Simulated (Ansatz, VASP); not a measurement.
One calculation of C, two programs

File POSCAR:

```
C
1.0
    0.0000000000      1.7437671624      1.7437671624
    1.7437671624      0.0000000000      1.7437671624
    1.7437671624      1.7437671624      0.0000000000
C
2
Direct
   -0.1250000000     -0.1250000000     -0.1250000000
    0.1250000000      0.1250000000      0.1250000000
```

The input INCAR.step1:

```
PREC = Accurate ; ENCUT = 520
ISMEAR = -1 ; SIGMA = 0.08
LREAL = F ; LASPH = T
NELM = 80 ; NBANDS = 11
GGA = PE ; ALGO = Normal
EDIFF = 1E-4 ; LWAVE = T
LCHARG = F
```

The input INCAR.step2:

```
PREC = Accurate ; ENCUT = 520
EDIFF = 1E-6 ; ISMEAR = -1
SIGMA = 0.08 ; LREAL = F
LASPH = T ; NELM = 80
ALGO = Normal ; ISIF = 2
LWAVE = F ; LCHARG = F
METAGGA = R2SCAN ; LMIXTAU = T
NBANDS = 11 ; ISTART = 1
```

Contents of KPOINTS:

```
Automatic mesh
0
Gamma
  20 20 20
```

Input for Ansatz:

```yaml
crystal:
  lattice:
    - [0.0, 1.7437671624, 1.7437671624]
    - [1.7437671624, 0.0, 1.7437671624]
    - [1.7437671624, 1.7437671624, 0.0]
  atoms:
    - { symbol: C, position: [-0.125, -0.125, -0.125] }
    - { symbol: C, position: [0.125, 0.125, 0.125] }
kpoints:
  mp_grid: { grid: [20, 20, 20] }
scf:
  occupations: { method: fermi_dirac, width: 0.08 }
hamiltonian:
  xc: r2scan
  pseudopotentials: { kind: paw }
output:
  forces: true
  stress: true
  eigenvalues: true
  populations: true
  write_density: true
  write_potential: true
  elf: true
  volumetric_format: npy
```

Change from the starting cell: volume scaled by 0.94, PAW files.

Alike in both runs: task single point; functional r2SCAN; k mesh 20 × 20 × 20; occupations fermi-dirac, width 0.08 eV; no spin polarisation.

|  | VASP | Ansatz |
| --- | --- | --- |
| version | VASP 6.6.1 | Ansatz 0.2.0 |
| potentials or method | VASP PAW PBE potentials, release 64 (C) | PAW with Ansatz's default frozen-core files, scalar-relativistic |
| plane-wave cutoff (eV) | 520 | 500 |
| valence electrons in the cell | 8 | 8 |

```csv
,VASP,Ansatz,Ansatz less VASP
gap on the k mesh at the Fermi level (eV),4.48,4.52,+0.033
pressure (GPa),32.6,31.2,-1.39
```

VASP's potentials were made for PBE, not for r2SCAN. Both programs put the cell under a high pressure, so it lies far from rest at this level. The functional is the same, so the differences come from potentials, cutoffs and numerics.
